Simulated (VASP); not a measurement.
# C in VASP: further runs, part 2 of 3

VASP 6.6.1. Earlier steps stand in the parts before.

## (3) Single point, PBEsol+D3(BJ) (mode 8 frozen in at -0.060 Å and mode 12 at +0.030 Å (largest displacements))

Input file INCAR:

```
PREC = Accurate ; ENCUT = 600
EDIFF = 1E-6 ; ISMEAR = 0
SIGMA = 0.15 ; LREAL = False
LASPH = True ; NELM = 120
ALGO = Normal ; ISIF = 2
LWAVE = False ; LCHARG = True
GGA = PS ; IVDW = 12
LELF = True ; LVHAR = True
NBANDS = 16 ; GGA_COMPAT = False
```

Input file KPOINTS:

```
regular mesh
0
Gamma
  18 12 10
```

Input file POSCAR:

```
C
1.0
   -2.4576582504      0.0000000000      0.0000000000
    0.0000000000      0.0000000000     -3.5294825081
    0.0000000000     -4.2567889574      0.0000000000
C
4
Direct
    0.5000000000      0.0000000000      0.1737142324
    0.0000000000      0.0000000000      0.6455239695
    0.0000000000      0.0000000000      0.3262857676
    0.5000000000      0.0000000000      0.8544760305
```

Potentials or basis: VASP PAW PBE potentials, release 64 (C).

Command:

```
cat potpaw_PBE.64/C/POTCAR > POTCAR
mpirun -np 1 vasp_std > vasp.out
```

OUTCAR:

```text
PREC = Accurate
   ENCUT = 600
   EDIFF = 1E-6
   ISMEAR = 0
   LREAL = False
   LASPH = True
   NELM = 120
   ISIF = 2
   GGA = PS
   IVDW = 12
 IVDW          = 12

 ion  position               nearest neighbor table
   1  0.500  0.000  0.174-   4 1.36   3 1.39   3 1.39
   2  0.000  0.000  0.646-   3 1.36   4 1.52   4 1.52
   3  0.000  0.000  0.326-   2 1.36   1 1.39   1 1.39
   4  0.500  0.000  0.854-   1 1.36   2 1.52   2 1.52

  LATTYP: Found a simple orthorhombic cell.
 ALAT       =     2.4576582504
 B/A-ratio  =     1.4361160701
 C/A-ratio  =     1.7320508076

  Lattice vectors:

 A1 = (  -2.4576582504,   0.0000000000,   0.0000000000)
 A2 = (   0.0000000000,   0.0000000000,  -3.5294825081)
 A3 = (   0.0000000000,  -4.2567889574,   0.0000000000)

Analysis of symmetry for initial positions (statically):
=====================================================================
 Subroutine PRICEL returns:
 Original cell was already a primitive cell.

 Routine SETGRP: Setting up the symmetry group for a
 simple orthorhombic supercell.

 Subroutine GETGRP returns: Found  8 space group operations
 (whereof  4 operations were pure point group operations)
 out of a pool of  8 trial point group operations.

The static configuration has the point symmetry C_2v.
 The point group associated with its full space group is D_2h.

Analysis of symmetry for dynamics (positions and initial velocities):
=====================================================================
 Subroutine PRICEL returns:
 Original cell was already a primitive cell.

 Routine SETGRP: Setting up the symmetry group for a
 simple orthorhombic supercell.

 Subroutine GETGRP returns: Found  8 space group operations
 (whereof  4 operations were pure point group operations)
 out of a pool of  8 trial point group operations.

The dynamic configuration has the point symmetry C_2v.
 The point group associated with its full space group is D_2h.

 Subroutine INISYM returns: Found  8 space group operations
 (whereof  4 operations are pure point group operations),
 and found     1 'primitive' translations

----------------------------------------------------------------------------------------

                                     Primitive cell

  volume of cell :      36.9245

  direct lattice vectors                    reciprocal lattice vectors
    -2.457658250  0.000000000  0.000000000    -0.406891397  0.000000000  0.000000000
     0.000000000  0.000000000 -3.529482508     0.000000000  0.000000000 -0.283327654
     0.000000000 -4.256788957  0.000000000     0.000000000 -0.234918858  0.000000000

  length of vectors
     2.457658250  3.529482508  4.256788957     0.406891397  0.283327654  0.234918858

  position of ions in fractional coordinates (direct lattice)
     0.500000000  0.000000000  0.173714232
     0.000000000  0.000000000  0.645523969
     0.000000000  0.000000000  0.326285768
     0.500000000  0.000000000  0.854476031

  ion indices of the primitive-cell ions
   primitive index   ion index
                 1           1
                 2           2
                 3           3
                 4           4

[... 29 lines left out ...]
  0.055556  0.000000  0.000000      2.000000
  0.111111  0.000000  0.000000      2.000000
  0.166667  0.000000  0.000000      2.000000
  0.222222  0.000000  0.000000      2.000000
  0.277778  0.000000  0.000000      2.000000
[... 16 lines left out ...]
  0.111111  0.166667  0.000000      4.000000
  0.166667  0.166667  0.000000      4.000000
 [... further k-points ...]
   k-points           NKPTS =    420   k-points in BZ     NKDIM =    420   number of bands    NBANDS=     16
   number of dos      NEDOS =    301   number of ions     NIONS =      4
   total plane-waves  NPLWV =  20160
   dimension x,y,z NGX =    20 NGY =   28 NGZ =   36
   dimension x,y,z NGXF=    40 NGYF=   56 NGZF=   72
   ions per type =               4
   NGX,Y,Z   is equivalent  to a cutoff of  13.53, 13.19, 14.06 a.u.
   NGXF,Y,Z  is equivalent  to a cutoff of  27.06, 26.38, 28.12 a.u.
 SYSTEM =  unknown system
   PREC   = accura    normal or accurate (medium, high low for compatibility)
   ISTART =      0    job   : 0-new  1-cont  2-samecut
   ICHARG =      2    charge: 1-file 2-atom 10-const
   ISPIN  =      1    spin polarized calculation?
   LNONCOLLINEAR =      F non collinear calculations
   LSORBIT =      F    spin-orbit coupling
   LASPH  =      T    aspherical Exc in radial PAW
   ENCUT  =  600.0 eV  44.10 Ry    6.64 a.u.   4.91  7.05  8.50*2*pi/ulx,y,z
   NELM   =    120;   NELMIN=  2; NELMDL= -5     # of ELM steps
   EDIFF  = 0.1E-05   stopping-criterion for ELM
   LREAL  =      F    real-space projection
   EDIFFG = 0.1E-04   stopping-criterion for IOM
   NSW    =      0    number of steps for IOM
   IBRION =     -1    ionic relax: 0-MD 1-quasi-New 2-CG
   NFREE  =      0    steps in history (QN), initial steepest desc. (CG)
   ISIF   =      2    stress and relaxation
   ISYM   =      2    0-nonsym 1-usesym 2-fastsym
   POTIM  = 0.5000    time-step for ionic-motion
   TEBEG  =    0.0;   TEEND  =   0.0 temperature during run
   PSTRESS=    0.0 pullay stress
   NELECT =      16.0000    total number of electrons
   NUPDOWN=      -1.0000    fix difference up-down
   EMIN   =  10.00;   EMAX   =-10.00  energy-range for DOS
   EFERMI =   0.00;   METHOD = LEGACY
   ISMEAR =     0;   SIGMA  =   0.15  broadening in eV -4-tet -1-fermi 0-gaus
   EFERMI_NEDOS =   21; number of points for ismear=-14 and -15
   IALGO  =     38    algorithm
   IMIX   =      4    mixing-type and parameters
     AMIX     =   0.40;   BMIX     =  1.00
     AMIX_MAG =   1.60;   BMIX_MAG =  1.00
  volume/ion in A,a.u.               =       9.23        62.29
  Fermi-wavevector in a.u.,A,eV,Ry     =   1.238825  2.341040 20.880688  1.534687
  Thomas-Fermi vector in A             =   2.373334
   LORBIT       =      0    0 simple, 1 ext, 2 COOP (PROOUT), +10 PAW based schemes
   GGA     = PS    functional components
   LHFCALC =     F    Hartree Fock is set to
   AEXX    =    0.0000 exact exchange contribution
   IVDW    =    12    specifies the selected vdW correction
   LEPSILON=     F    determine dielectric tensor
   LRPA    =     F    only Hartree local field effects (RPA)
 non-spin polarized calculation
 Gauss-broadening in eV      SIGMA  =   0.15
  energy-cutoff  :      600.00
  volume of cell :       36.92
 maximum number of plane-waves:      1256
 NGX is ok and might be reduce to    20
   NGX =  9   NGY = 15   NGZ = 17

 number of electron      16.0000003 magnetization

 Free energy of the ion-electron system (eV)
  ---------------------------------------------------
  ext. energy  EPLUGINS =         0.00000000
  ---------------------------------------------------
  free energy    TOTEN  =       -37.80931400 eV

  energy without entropy =      -37.80831298  energy(sigma->0) =      -37.80881349

 E-fermi :   4.2155     XC(G=0): -10.1920

 val. band max:        4.1822066521   @ k =   0.3333   0.5000   0.0000
 cond. band min:       4.2339937912   @ k =   0.3333   0.0833   0.0000
 fundamental gap:      0.0517871391
 Fermi energy:         4.2155325334

 k-point     1 :       0.0000    0.0000    0.0000
  band No.  band energies     occupation
      1     -15.5167      2.00000
      2      -9.6836      2.00000
      3      -9.6752      2.00000
      4      -2.7576      2.00000
      5      -2.3553      2.00000
      6       0.5200      2.00000
[... 433 lines left out ...]
      3      -9.1981      2.00000
      4      -4.1159      2.00000
      5      -2.6189      2.00000
      6      -0.4486      2.00000
[... 8 lines left out ...]
     15      16.4083      0.00000
     16      16.5453      0.00000

 [... further k-points ...]

------------------------ aborting loop because EDIFF is reached ----------------------------------------

 Edisp (eV)   -0.41298

 E8    (eV) :    -0.2006

  FORCE on cell =-STRESS in cart. coord.  units (eV):
  Direction    XX          YY          ZZ          XY          YZ          ZX
  --------------------------------------------------------------------------------------
  -------------------------------------------------------------------------------------
  Total       0.85522     2.38213    -0.08813     0.00000     0.00000     0.00000
  in kB      37.10873   103.36191    -3.82391     0.00000     0.00000     0.00000
  external pressure =       45.55 kB  Pullay stress =        0.00 kB

 VOLUME and BASIS-vectors are now :
 -----------------------------------------------------------------------------
  energy-cutoff  :      600.00
  volume of cell :       36.92
      direct lattice vectors                 reciprocal lattice vectors
    -2.457658250  0.000000000  0.000000000    -0.406891397  0.000000000  0.000000000
     0.000000000  0.000000000 -3.529482508     0.000000000  0.000000000 -0.283327654
     0.000000000 -4.256788957  0.000000000     0.000000000 -0.234918858  0.000000000

 POSITION                                       TOTAL-FORCE (eV/Angst)
 -----------------------------------------------------------------------------------
     -1.22883     -0.73946      0.00000         0.000000      1.230138      0.000000
      0.00000     -2.74786      0.00000         0.000000     -7.816381      0.000000
      0.00000     -1.38893      0.00000         0.000000     -1.230138      0.000000
     -1.22883     -3.63732      0.00000         0.000000      7.816381      0.000000
 -----------------------------------------------------------------------------------
    total drift:                               -0.000000     -0.000000     -0.000000

  FREE ENERGIE OF THE ION-ELECTRON SYSTEM (eV)
  ---------------------------------------------------
  free  energy   TOTEN  =       -38.2222899101 eV

  energy  without entropy=      -38.2212888889  energy(sigma->0) =      -38.22178940
```

Run time: 1.8 min. Hardware: 1 thread of AMD EPYC 9R45 (Zen 5), shared host; peak memory 0.3 GiB.

Results:

- Free energy: -38.2223 eV
- Pressure: 4.6 GPa
- Largest force: 7.816 eV/Å
- Band gap on the k mesh: zero (band 8 reaches 4.57 eV, above the bottom of band 9 at 3.93 eV)
- Dispersion energy per atom: -0.103 eV

Forces on the atoms (eV/Å):
```
C    0.000  1.230  0.000
C    0.000 -7.816  0.000
C    0.000 -1.230  0.000
C    0.000  7.816  0.000
```

Stress tensor (GPa, compression positive):
```
 3.71  0.00  0.00
 0.00 10.34  0.00
 0.00  0.00 -0.38
```

Caveat: the cell differs from its parent crystal (mode 8 frozen in at -0.060 Å and mode 12 at +0.030 Å (largest displacements)); the PAW data sets were made with another functional, which shifts forces and pressure a little.

(Part 2 of 3 ends here.)
